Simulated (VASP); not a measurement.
## Zn: single point with PBE

Crystal: Zn.

```xyz
1
Lattice="-0.7525 1.7643 1.7643 1.7643 -0.7525 1.7643 1.7643 1.7643 -0.7525" Properties=species:S:1:pos:R:3 pbc="T T T"
Zn    0.0000    0.0000    0.0000
```

```
Program                : VASP 6.6.1
Task                   : single point
Functional             : PBE
Potentials or basis    : VASP PAW PBE potentials, release 64 (Zn)
Cutoff                 : 520 eV
k mesh                 : 22 × 22 × 22
Occupations            : gaussian, width 0.15 eV
Spin                   : no spin polarisation
Dipole correction      : no
Further INCAR settings : ALGO = Fast; EDIFF = 1e-06; NBANDS = 12
```

The pressure is 1.6 GPa and the band gap on the k mesh is zero (bands 6 and 7 overlap by 7.07 eV).

Stress tensor (GPa, compression positive):
```
1.64 0.83 0.83
0.83 1.64 0.83
0.83 0.83 1.64
```

Levels at points of the mesh, in eV from the Fermi level:
| k point | band 4 | band 5 | band 6 | band 7 | band 8 | band 9 |
| --- | --- | --- | --- | --- | --- | --- |
| (0.00, 0.00, 0.00) | -6.75 | -6.75 | -6.73 | 12.53 | 12.53 | 12.78 |
| (0.50, 0.00, 0.00) | -7.05 | -6.72 | -2.85 | -2.82 | 16.57 | 16.63 |
| (0.50, 0.50, 0.00) | -7.01 | -6.46 | 0.83 | 2.12 | 2.59 | 6.45 |
| (0.50, 0.50, 0.50) | -6.44 | -6.44 | 4.19 | 6.41 | 6.41 | 8.34 |

It took 110 s on 1 thread of Intel(R) Xeon(R) Platinum 8259CL CPU @ 2.50GHz (Skylake/Cascade Lake) (shared host), peak memory 0.3 GiB.
